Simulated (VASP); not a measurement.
# Al4Ir (P6_3/mmc) in VASP: further runs

Runs on Al4Ir. Level: PBE. Tasks: single point.

Program: VASP 6.6.1. These are calculated values, not measurements. Logs are shortened: lines on timing, memory, paths and dates and some standing lists are left out, and cuts for length are marked.

### 1 The cell of the first run

Symmetry: P6_3/mmc, No. 194, hexagonal system. Conventional cell: a = 7.654 Å, b = 7.654 Å, c = 5.268 Å, α = 90.00°, β = 90.00°, γ = 120.00°. Within 3.4 Å of Al (site symmetry 2/m) lie 4 Al at 2.57 to 2.63 Å and 2 Ir at 2.57 Å. Within 3.4 Å of Al (site symmetry -6m2) lie 6 Al at 2.57 Å and 2 Ir at 2.63 Å. Ir (site symmetry -6m2) has 8 Al at 2.57 to 2.63 Å within 3.4 Å.

### 2 Single point, PBE

INCAR

```
SYSTEM = Al4Ir
PREC = Accurate
ENCUT = 520
EDIFF = 1E-6
ISMEAR = 0
SIGMA = 0.1
LREAL = .FALSE.
LASPH = .TRUE.
NELM = 100
ALGO = Fast
ISIF = 2
LWAVE = .FALSE.
LCHARG = .FALSE.
GGA = PE
NBANDS = 32
```

KPOINTS

```
Automatic mesh
0
G
  6 6 8
  0 0 0
```

POSCAR

```
Al4Ir
1.0
    7.6537236493      0.0000000000      0.0000000000
   -3.8268618246      6.6283191139      0.0000000000
    0.0000000000      0.0000000000      5.2678898444
Al Ir
8 2
Direct
    0.5000000000      0.5000000000      0.5000000000
    0.5000000000      0.0000000000      0.5000000000
    0.0000000000      0.5000000000      0.5000000000
    0.5000000000      0.5000000000      0.0000000000
    0.5000000000      0.0000000000      0.0000000000
    0.0000000000      0.5000000000      0.0000000000
    0.3333333333      0.6666666667      0.7500000000
    0.6666666667      0.3333333333      0.2500000000
    0.3333333333      0.6666666667      0.2500000000
    0.6666666667      0.3333333333      0.7500000000
```

Potentials or basis: VASP PAW PBE potentials, release 64 (Al, Ir).

Run with:

```sh
cat potpaw_PBE.64/Al/POTCAR potpaw_PBE.64/Ir/POTCAR > POTCAR
mpirun -np 1 vasp_std > vasp.out
```

OUTCAR:

```text
SYSTEM = Al4Ir
   PREC = Accurate
   ENCUT = 520
   EDIFF = 1E-6
   ISMEAR = 0
   LREAL = .FALSE.
   LASPH = .TRUE.
   NELM = 100
   ISIF = 2
   GGA = PE

 ion  position               nearest neighbor table
   1  0.500  0.500  0.500-   7 2.57   8 2.57   9 2.57  10 2.57   4 2.63   4 2.63
   2  0.500  0.000  0.500-   7 2.57   8 2.57   9 2.57  10 2.57   5 2.63   5 2.63
   3  0.000  0.500  0.500-   7 2.57   8 2.57   9 2.57  10 2.57   6 2.63   6 2.63
   4  0.500  0.500  0.000-   7 2.57   8 2.57   9 2.57  10 2.57   1 2.63   1 2.63
   5  0.500  0.000  0.000-   7 2.57   8 2.57   9 2.57  10 2.57   2 2.63   2 2.63
   6  0.000  0.500  0.000-   7 2.57   8 2.57   9 2.57  10 2.57   3 2.63   3 2.63
   7  0.333  0.667  0.750-   3 2.57   6 2.57   5 2.57   2 2.57   1 2.57   4 2.57   9 2.63   9 2.63

   8  0.667  0.333  0.250-   3 2.57   6 2.57   5 2.57   2 2.57   1 2.57   4 2.57  10 2.63  10 2.63

   9  0.333  0.667  0.250-   3 2.57   6 2.57   5 2.57   2 2.57   1 2.57   4 2.57   7 2.63   7 2.63

  10  0.667  0.333  0.750-   3 2.57   6 2.57   5 2.57   2 2.57   1 2.57   4 2.57   8 2.63   8 2.63

  LATTYP: Found a hexagonal cell.
 ALAT       =     7.6537236493
 C/A-ratio  =     0.6882780312

  Lattice vectors:

 A1 = (   7.6537236493,   0.0000000000,   0.0000000000)
 A2 = (  -3.8268618246,   6.6283191139,   0.0000000000)
 A3 = (   0.0000000000,   0.0000000000,   5.2678898444)

Analysis of symmetry for initial positions (statically):
=====================================================================
 Subroutine PRICEL returns:
 Original cell was already a primitive cell.

 Routine SETGRP: Setting up the symmetry group for a
 hexagonal supercell.

 Subroutine GETGRP returns: Found 24 space group operations
 (whereof 12 operations were pure point group operations)
 out of a pool of 24 trial point group operations.

The static configuration has the point symmetry D_3d.
 The point group associated with its full space group is D_6h.

Analysis of symmetry for dynamics (positions and initial velocities):
=====================================================================
 Subroutine PRICEL returns:
 Original cell was already a primitive cell.

 Routine SETGRP: Setting up the symmetry group for a
 hexagonal supercell.

 Subroutine GETGRP returns: Found 24 space group operations
 (whereof 12 operations were pure point group operations)
 out of a pool of 24 trial point group operations.

The dynamic configuration has the point symmetry D_3d.
 The point group associated with its full space group is D_6h.

 Subroutine INISYM returns: Found 24 space group operations
 (whereof 12 operations are pure point group operations),
 and found     1 'primitive' translations

----------------------------------------------------------------------------------------

                                     Primitive cell

  volume of cell :     267.2470

  direct lattice vectors                    reciprocal lattice vectors
     7.653723649  0.000000000  0.000000000     0.130655358  0.075433906  0.000000000
    -3.826861825  6.628319114  0.000000000     0.000000000  0.150867812  0.000000000
     0.000000000  0.000000000  5.267889844     0.000000000  0.000000000  0.189829330

  length of vectors
     7.653723649  7.653723649  5.267889844     0.150867812  0.150867812  0.189829330

  position of ions in fractional coordinates (direct lattice)
     0.500000000  0.500000000  0.500000000
     0.500000000  0.000000000  0.500000000
     0.000000000  0.500000000  0.500000000
     0.500000000  0.500000000  0.000000000
     0.500000000  0.000000000  0.000000000
     0.000000000  0.500000000  0.000000000
     0.333333333  0.666666667  0.750000000
     0.666666667  0.333333333  0.250000000
     0.333333333  0.666666667  0.250000000
     0.666666667  0.333333333  0.750000000

  ion indices of the primitive-cell ions
   primitive index   ion index
                 1           1
                 2           2
                 3           3
                 4           4
                 5           5
                 6           6
                 7           7
                 8           8
                 9           9
                10          10

----------------------------------------------------------------------------------------

 KPOINTS: Automatic mesh

Automatic generation of k-mesh.
 Grid dimensions read from file:
 generate k-points for:    6    6    8

 Generating k-lattice:

  Cartesian coordinates                     Fractional coordinates (reciprocal lattice)
     0.021775893  0.012572318  0.000000000     0.166666667  0.000000000  0.000000000
     0.000000000  0.025144635  0.000000000     0.000000000  0.166666667  0.000000000
     0.000000000  0.000000000  0.023728666     0.000000000  0.000000000  0.125000000

  Length of vectors
     0.025144635  0.025144635  0.023728666

  Shift w.r.t. Gamma in fractional coordinates (k-lattice)
     0.000000000  0.000000000  0.000000000

 Subroutine IBZKPT returns following result:
 ===========================================

 Found     35 irreducible k-points:

 Following reciprocal coordinates:
            Coordinates               Weight
  0.000000  0.000000  0.000000      1.000000
  0.166667 -0.000000  0.000000      6.000000
  0.333333 -0.000000  0.000000      6.000000
  0.500000 -0.000000  0.000000      3.000000
  0.166667  0.166667  0.000000      6.000000
  0.333333  0.166667  0.000000     12.000000
[... 16 lines left out ...]
  0.166667 -0.000000  0.375000     12.000000
  0.333333 -0.000000  0.375000     12.000000
 [... further k-points ...]
   k-points           NKPTS =     35   k-points in BZ     NKDIM =     35   number of bands    NBANDS=     32
   number of dos      NEDOS =    301   number of ions     NIONS =     10
   total plane-waves  NPLWV = 144000
   dimension x,y,z NGX =    60 NGY =   60 NGZ =   40
   dimension x,y,z NGXF=   120 NGYF=  120 NGZF=   80
   ions per type =               8   2
   NGX,Y,Z   is equivalent  to a cutoff of  13.03, 13.03, 12.62 a.u.
   NGXF,Y,Z  is equivalent  to a cutoff of  26.07, 26.07, 25.25 a.u.
 SYSTEM =  Al4Ir
   PREC   = accura    normal or accurate (medium, high low for compatibility)
   ISTART =      0    job   : 0-new  1-cont  2-samecut
   ICHARG =      2    charge: 1-file 2-atom 10-const
   ISPIN  =      1    spin polarized calculation?
   LNONCOLLINEAR =      F non collinear calculations
   LSORBIT =      F    spin-orbit coupling
   LASPH  =      T    aspherical Exc in radial PAW
   ENCUT  =  520.0 eV  38.22 Ry    6.18 a.u.  14.23 14.23  9.79*2*pi/ulx,y,z
   NELM   =    100;   NELMIN=  2; NELMDL= -5     # of ELM steps
   EDIFF  = 0.1E-05   stopping-criterion for ELM
   LREAL  =      F    real-space projection
   EDIFFG = 0.1E-04   stopping-criterion for IOM
   NSW    =      0    number of steps for IOM
   IBRION =     -1    ionic relax: 0-MD 1-quasi-New 2-CG
   NFREE  =      0    steps in history (QN), initial steepest desc. (CG)
   ISIF   =      2    stress and relaxation
   ISYM   =      2    0-nonsym 1-usesym 2-fastsym
   POTIM  = 0.5000    time-step for ionic-motion
   TEBEG  =    0.0;   TEEND  =   0.0 temperature during run
   PSTRESS=    0.0 pullay stress
   NELECT =      42.0000    total number of electrons
   NUPDOWN=      -1.0000    fix difference up-down
   EMIN   =  10.00;   EMAX   =-10.00  energy-range for DOS
   EFERMI =   0.00;   METHOD = LEGACY
   ISMEAR =     0;   SIGMA  =   0.10  broadening in eV -4-tet -1-fermi 0-gaus
   EFERMI_NEDOS =   21; number of points for ismear=-14 and -15
   IALGO  =     68    algorithm
   IMIX   =      4    mixing-type and parameters
     AMIX     =   0.40;   BMIX     =  1.00
     AMIX_MAG =   1.60;   BMIX_MAG =  1.00
  volume/ion in A,a.u.               =      26.72       180.35
  Fermi-wavevector in a.u.,A,eV,Ry     =   0.883460  1.669498 10.619372  0.780502
  Thomas-Fermi vector in A             =   2.004229
   LORBIT       =      0    0 simple, 1 ext, 2 COOP (PROOUT), +10 PAW based schemes
   GGA     = PE    functional components
   LHFCALC =     F    Hartree Fock is set to
   AEXX    =    0.0000 exact exchange contribution
   IVDW    =     0    specifies the selected vdW correction
   LEPSILON=     F    determine dielectric tensor
   LRPA    =     F    only Hartree local field effects (RPA)
 non-spin polarized calculation
 RMM-DIIS sequential band-by-band and
 Gauss-broadening in eV      SIGMA  =   0.10
  energy-cutoff  :      520.00
  volume of cell :      267.25
 maximum number of plane-waves:      7232
 NGX is ok and might be reduce to    60
   NGX = 29   NGY = 29   NGZ = 19

 number of electron      42.0000004 magnetization

 Free energy of the ion-electron system (eV)
  ---------------------------------------------------
  ext. energy  EPLUGINS =         0.00000000
  ---------------------------------------------------
  free energy    TOTEN  =       -48.96976987 eV

  energy without entropy =      -48.95572474  energy(sigma->0) =      -48.96274731

 E-fermi :   3.6647     XC(G=0):  -7.8268

 val. band max:        3.6551862228   @ k =   0.1667  -0.0000   0.2500
 cond. band min:       3.6675872444   @ k =   0.3333   0.1667   0.5000
 fundamental gap:      0.0124010216
 Fermi energy:         3.6646992993

 k-point     1 :       0.0000    0.0000    0.0000
  band No.  band energies     occupation
      1      -6.2281      2.00000
      2      -4.2162      2.00000
      3      -3.4471      2.00000
      4      -3.4471      2.00000
      5      -1.2217      2.00000
      6      -0.6810      2.00000
[... 24 lines left out ...]
     31       6.9239      0.00000
     32       6.9242      0.00000

 k-point     2 :       0.1667   -0.0000    0.0000
  band No.  band energies     occupation
      1      -6.1649      2.00000
      2      -4.5625      2.00000
      3      -3.4522      2.00000
      4      -3.0733      2.00000
      5      -1.1368      2.00000
      6      -0.8561      2.00000
[... 24 lines left out ...]
     31       6.8812      0.00000
     32       7.0257      0.00000
[... 733 lines left out ...]
     31       6.9663      0.00000
     32       7.1785      0.00000

 k-point    24 :       0.3333   -0.0000    0.3750
  band No.  band energies     occupation
      1      -5.1613      2.00000
      2      -4.2804      2.00000
      3      -3.6807      2.00000
      4      -2.9670      2.00000
      5      -2.8745      2.00000
      6      -2.1456      2.00000
[... 24 lines left out ...]
     31       7.3443      0.00000
     32       7.5904      0.00000

 [... further k-points ...]
[... 5 lines left out ...]
  --------------------------------------------------------------------------------------
  -------------------------------------------------------------------------------------
  Total       -0.0298819     -0.0298819     -0.0445315     -0.0000000      0.0000000     -0.0000000
  in kB       -0.1791454     -0.1791454     -0.2669713     -0.0000000      0.0000000     -0.0000000
  external PRESSURE =      -0.2084207 kB  Pullay stress =       0.0000000 kB

 VOLUME and BASIS-vectors are now :
 -----------------------------------------------------------------------------
  energy-cutoff  :      520.00
  volume of cell :      267.25
      direct lattice vectors                 reciprocal lattice vectors
     7.653723649  0.000000000  0.000000000     0.130655358  0.075433906  0.000000000
    -3.826861825  6.628319114  0.000000000     0.000000000  0.150867812  0.000000000
     0.000000000  0.000000000  5.267889844     0.000000000  0.000000000  0.189829330

 POSITION                                       TOTAL-FORCE (eV/Angst)
 -----------------------------------------------------------------------------------
      1.91343      3.31416      2.63394        -0.000000      0.000000      0.000000
      3.82686      0.00000      2.63394        -0.000000      0.000000      0.000000
     -1.91343      3.31416      2.63394        -0.000000      0.000000      0.000000
      1.91343      3.31416      0.00000        -0.000000      0.000000      0.000000
      3.82686      0.00000      0.00000        -0.000000      0.000000      0.000000
     -1.91343      3.31416      0.00000        -0.000000      0.000000      0.000000
     -0.00000      4.41888      3.95092        -0.000000     -0.000000      0.000000
      3.82686      2.20944      1.31697        -0.000000      0.000000      0.000000
     -0.00000      4.41888      1.31697         0.000000      0.000000     -0.000000
      3.82686      2.20944      3.95092        -0.000000      0.000000     -0.000000
 -----------------------------------------------------------------------------------
    total drift:                                0.000000     -0.000000      0.000000

  FREE ENERGIE OF THE ION-ELECTRON SYSTEM (eV)
  ---------------------------------------------------
  free  energy   TOTEN  =       -48.9697698691 eV

  energy  without entropy=      -48.9557247412  energy(sigma->0) =      -48.96274731
```

It took 10 min on 1 thread of AMD EPYC 7R43 (Zen 3), shared host; peak memory 0.48 GiB.

What came out:

```
Free energy            : -48.9698 eV
Pressure               : 0.0 GPa
Band gap on the k mesh : zero (band 21 reaches 3.82 eV, above the bottom of band 22 at 3.11 eV)
```

Caveat: spin-orbit coupling is left out, which moves the levels of the heavy elements.

### 3 Single point, PBE, collinear spin, ferromagnetic start

INCAR

```
SYSTEM = Al4Ir
ALGO = Normal ; EDIFF = 1E-6
ENCUT = 520 ; GGA = PE
ISIF = 2 ; ISMEAR = 0
ISPIN = 2 ; LASPH = .TRUE.
LCHARG = .FALSE. ; LMAXMIX = 4
LORBIT = 11 ; LREAL = .FALSE.
LWAVE = .FALSE. ; MAGMOM = 0 0 0 0 0 0 0 0 1 1
NBANDS = 36 ; NELM = 150
PREC = Accurate ; SIGMA = 0.1
```

KPOINTS

```
k-points
0
G
  3 3 4
  0 0 0
```

POSCAR, as its differences from that of step 2:

```diff
@@ -2,5 +2,5 @@
 1.0
-    7.6537236493      0.0000000000      0.0000000000
-   -3.8268618246      6.6283191139      0.0000000000
-    0.0000000000      0.0000000000      5.2678898444
+    7.6510897091      0.0000000000      0.0000000000
+   -3.8255448545      6.6260380547      0.0000000000
+    0.0000000000      0.0000000000      5.2634008771
 Al Ir
```

Potentials or basis: VASP PAW PBE potentials, release 64 (Al, Ir).

Run with:

```sh
cat potpaw_PBE.64/Al/POTCAR potpaw_PBE.64/Ir/POTCAR > POTCAR
mpirun -np 1 vasp_std > vasp.out
```

It took 7.4 min on 1 thread of AMD EPYC 7R43 (Zen 3), shared host; peak memory 0.49 GiB.

It converged, with:

```
Free energy                                           : -48.8664 eV
Pressure                                              : 0.0 GPa
Band gap on the k mesh                                : zero (filled and empty bands overlap)
Net moment                                            : 0.00 μB per cell
Valence electrons inside the program's atomic spheres : Al 0.80, 0.85; Ir 8.46
```

Stress tensor (GPa, compression positive):
```
0.01 0.00 0.00
0.00 0.01 0.00
0.00 0.00 0.09
```

Levels at points of the mesh, in eV from the Fermi level:
Spin up:
| k point | band 18 | band 19 | band 20 | band 21 | band 22 | band 23 | band 24 | band 25 |
| --- | --- | --- | --- | --- | --- | --- | --- | --- |
| (0.00, 0.00, 0.00) | -2.22 | -1.86 | -1.86 | -1.27 | 0.01 | 1.80 | 1.86 | 2.03 |
| (0.00, 0.00, 0.50) | -2.39 | -0.44 | -0.44 | -0.44 | -0.44 | 2.42 | 2.42 | 2.42 |
Spin down:
```csv
k point,band 18,band 19,band 20,band 21,band 22,band 23,band 24,band 25
"(0.00, 0.00, 0.00)",-2.22,-1.86,-1.86,-1.27,0.01,1.80,1.86,2.03
"(0.00, 0.00, 0.50)",-2.39,-0.44,-0.44,-0.44,-0.44,2.42,2.42,2.42
```

Caveat: spin-orbit coupling is left out, which moves the levels of the heavy elements.
